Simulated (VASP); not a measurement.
Input of a VASP 6.6.1 run:

Contents of INCAR:

```
SYSTEM = MgSb7
PREC = Accurate ; ENCUT = 600
EDIFF = 1E-7 ; ISMEAR = 0
SIGMA = 0.1 ; LREAL = .FALSE.
LASPH = .TRUE. ; NELM = 120
ALGO = Normal ; ISIF = 3
LWAVE = .FALSE. ; LCHARG = .FALSE.
GGA = PE ; IBRION = 2
NSW = 100 ; EDIFFG = -0.01
GGA_COMPAT = .FALSE. ; NELMIN = 4
```

KPOINTS

```
Automatic mesh
0
G
  6 6 6
  0 0 0
```

POSCAR

```
MgSb7
1.0
    0.0000000000      5.2334600650      5.2334600650
    5.2334600650      0.0000000000      5.2334600650
    5.2334600650      5.2334600650      0.0000000000
Mg Sb
1 7
Direct
    0.0000000000      0.0000000000      0.0000000000
    0.4616062298      0.0383937702      0.0383937702
    0.0383937702      0.4616062298      0.4616062298
    0.0383937702      0.0383937702      0.4616062298
    0.4616062298      0.4616062298      0.0383937702
    0.4616062298      0.0383937702      0.4616062298
    0.0383937702      0.4616062298      0.0383937702
    0.7500000000      0.7500000000      0.7500000000
```

Potentials or basis: VASP PAW PBE potentials, release 64 (Mg, Sb).

Launch:

```bash
$ cat potpaw_PBE.64/Mg/POTCAR potpaw_PBE.64/Sb/POTCAR > POTCAR
$ mpirun -np 1 vasp_std > vasp.out
```

Q: Predict the relaxed volume.

A: 35.72 Å³/atom.

Q: What does it give for the space group after relaxing (to 0.1 Å)?

A: F-43m (No. 216).

Q: What does it give for the relaxed cell?

A: a = 7.393 Å, b = 7.393 Å, c = 7.393 Å, α = 60.00°, β = 60.00°, γ = 60.00°.

Q: Estimate the band gap on the k mesh.

A: Zero (an odd number of electrons rules out a gap without spin polarisation).

The path:
| step | energy change (eV) | largest force (eV/Å) | pressure (GPa) | volume (Å³) |
| --- | --- | --- | --- | --- |
| 1 | 0.0000 | 0.0232 | -0.14 | 286.68 |
| 2 | -0.0004 | 0.0095 | 0.05 | 285.43 |
| 3 | -0.0005 | 0.0011 | 0.00 | 285.74 |

Caveat: spin-orbit coupling is left out, which moves the levels of the heavy elements.
